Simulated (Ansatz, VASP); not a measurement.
# One calculation of Te2Mo, two programs

```xyz
6
Lattice="3.5421 0.0000 0.0000 -1.7711 3.0676 0.0000 0.0000 0.0000 14.0349" Properties=species:S:1:pos:R:3 pbc="T T T"
Mo    0.0000    2.0451    3.5087
Mo    1.7711    1.0225   10.5262
Te    1.7711    1.0225    5.3010
Te    1.7711    1.0225    1.7164
Te    0.0000    2.0451   12.3185
Te    0.0000    2.0451    8.7339
```

Change from the starting cell: uniaxial_z strain -1.0%.

Alike in both runs: task single point; functional r2SCAN; k mesh 12 × 12 × 2; no spin polarisation.

|  | VASP | Ansatz |
| --- | --- | --- |
| version | VASP 6.6.1 | Ansatz 0.2.0 |
| potentials or method | VASP PAW PBE potentials, release 64 (Mo_sv, Te) | plane waves, PAW |
| plane-wave cutoff (eV) | 520 | 500 |
| occupations | gaussian, width 0.01 eV | fixed |
| valence electrons in the cell | 52 | 92 |

Ansatz gave:

```
gap on the k mesh at the Fermi level (eV)                     : 0.88
pressure (GPa)                                                : 1.4
traceless stress, the component that is largest in VASP (GPa) : 0.18
rms of the force components (eV/Å)                            : 0.014
```

Q: Which values does VASP return?

A: gap on the k mesh at the Fermi level (eV): 0.87; pressure (GPa): 1.6; traceless stress, the component that is largest in VASP (GPa): 0.24; rms of the force components (eV/Å): 0.001.

VASP's potentials were made for PBE, not for r2SCAN. Atom by atom the forces differ by 0.012 eV/Å (rms over components). VASP's potentials hold 52 valence electrons a cell and Ansatz's 92, so a difference there can come from the potentials and not from the codes.

Neither program's run includes spin-orbit coupling.
